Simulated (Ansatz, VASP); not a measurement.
Two plane-wave programs on HfSn3Se8

Contents of INCAR:

```
SYSTEM = HfSn3Se8
PREC = Accurate
ENCUT = 520
EDIFF = 1E-6
ISMEAR = 0
SIGMA = 0.1
LREAL = .False.
LASPH = .True.
NELM = 100
ALGO = Normal
ISIF = 2
LWAVE = .False.
LCHARG = .False.
GGA = PE
NBANDS = 62
```

KPOINTS

```
Automatic mesh
0
Gamma
  3 3 4
  0 0 0
```

POSCAR

```
HfSn3Se8
1.0
    7.7133297000      0.0000000000      0.0000000000
   -3.8566648000      6.6799394000      0.0000000000
    0.0000000000      0.0000000000      6.9872690000
Hf Sn Se
1 3 8
Direct
    0.0000000000      0.0000000000      0.0000000000
    0.5000000000      0.5000000000      0.0000000000
    0.5000000000      0.0000000000      0.0000000000
    0.0000000000      0.5000000000      0.0000000000
    0.8360655000      0.6721310000      0.7710260000
    0.8360655000      0.1639345000      0.7710260000
    0.3333333000      0.6666667000      0.7736360000
    0.3278690000      0.1639345000      0.7710260000
    0.6721310000      0.8360655000      0.2289740000
    0.6666667000      0.3333333000      0.2263640000
    0.1639345000      0.8360655000      0.2289740000
    0.1639345000      0.3278690000      0.2289740000
```

Input for Ansatz:

```yaml
crystal:
  lattice:
    - [7.7133297, 0.0, 0.0]
    - [-3.8566648, 6.6799394, 0.0]
    - [0.0, 0.0, 6.987269]
  atoms:
    - { symbol: Hf, position: [0.0, 0.0, 0.0] }
    - { symbol: Sn, position: [0.5, 0.5, 0.0] }
    - { symbol: Sn, position: [0.5, 0.0, 0.0] }
    - { symbol: Sn, position: [0.0, 0.5, 0.0] }
    - { symbol: Se, position: [0.8360655, 0.672131, 0.771026] }
    - { symbol: Se, position: [0.8360655, 0.1639345, 0.771026] }
    - { symbol: Se, position: [0.3333333, 0.6666667, 0.773636] }
    - { symbol: Se, position: [0.327869, 0.1639345, 0.771026] }
    - { symbol: Se, position: [0.672131, 0.8360655, 0.228974] }
    - { symbol: Se, position: [0.6666667, 0.3333333, 0.226364] }
    - { symbol: Se, position: [0.1639345, 0.8360655, 0.228974] }
    - { symbol: Se, position: [0.1639345, 0.327869, 0.228974] }
basis:
  ecutwfc: 420
kpoints:
  mp_grid: { grid: [3, 3, 4] }
hamiltonian:
  xc: pbe
scf:
  occupations: { method: gaussian, width: 0.1 }
  lower_state_search: "off"
output:
  forces: true
  stress: true
  eigenvalues: true
```

Alike in both runs: task single point; functional PBE; k mesh 3 × 3 × 4; occupations gaussian, width 0.1 eV; no spin polarisation.

```csv
,VASP,Ansatz
version,VASP 6.6.1,Ansatz 0.2.0
potentials or method,"VASP PAW PBE potentials, release 64 (Hf_pv, Sn_d, Se), cutoff 520 eV","scalar-relativistic, plane waves, PAW"
valence electrons in the cell,100,196
```

```csv
,VASP,Ansatz,Ansatz less VASP
gap on the k mesh at the Fermi level (eV),0.27,0.27,0.000
least direct gap on the mesh (eV),0.29,0.29,-0.002
pressure (GPa),0.0,0.0,+0.04
rms of the force components (eV/Å),0.018,0.007,-0.0117
```

Atom by atom the forces differ by 0.012 eV/Å (rms over components). The functional is the same, so the differences come from potentials, cutoffs and numerics. VASP's potentials hold 100 valence electrons a cell and Ansatz's 196, so a difference there can come from the potentials and not from the codes.

Neither program's run includes spin-orbit coupling.
